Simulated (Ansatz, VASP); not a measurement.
SiF in VASP and in Ansatz

```xyz
4
Lattice="1.9906 1.1493 5.9741 -1.9906 1.1493 5.9741 0.0000 -2.2985 5.9741" Properties=species:S:1:pos:R:3 pbc="T T T"
Si    0.0000    0.0000    3.3302
Si    0.0000    0.0000   14.5921
F     0.0000    0.0000    4.9578
F     0.0000    0.0000   12.9645
```

Alike in both runs: functional PBE; k mesh 6 × 6 × 6; occupations gaussian, width 0.2 eV; no spin polarisation.

Ansatz relaxed the structure, and its values are those at the end. VASP's run is a single point on that final structure, the one shown.

```csv
,VASP,Ansatz
version,VASP 6.6.1,Ansatz 0.2.0
potentials or method,"VASP PAW PBE potentials, release 64 (Si, F), cutoff 520 eV","scalar-relativistic, plane waves, PAW"
valence electrons in the cell,22,22
```

Ansatz gave:

| Property | Result |
| --- | --- |
| gap on the k mesh at the Fermi level (eV) | 0.52 |
| least direct gap on the mesh (eV) | 0.52 |
| pressure (GPa) | 0.1 |
| rms of the force components (eV/Å) | 0.020 |

Task: What did VASP give for the same quantities?

Result: gap on the k mesh at the Fermi level (eV): 0.52; least direct gap on the mesh (eV): 0.52; pressure (GPa): 0.4; rms of the force components (eV/Å): 0.101.
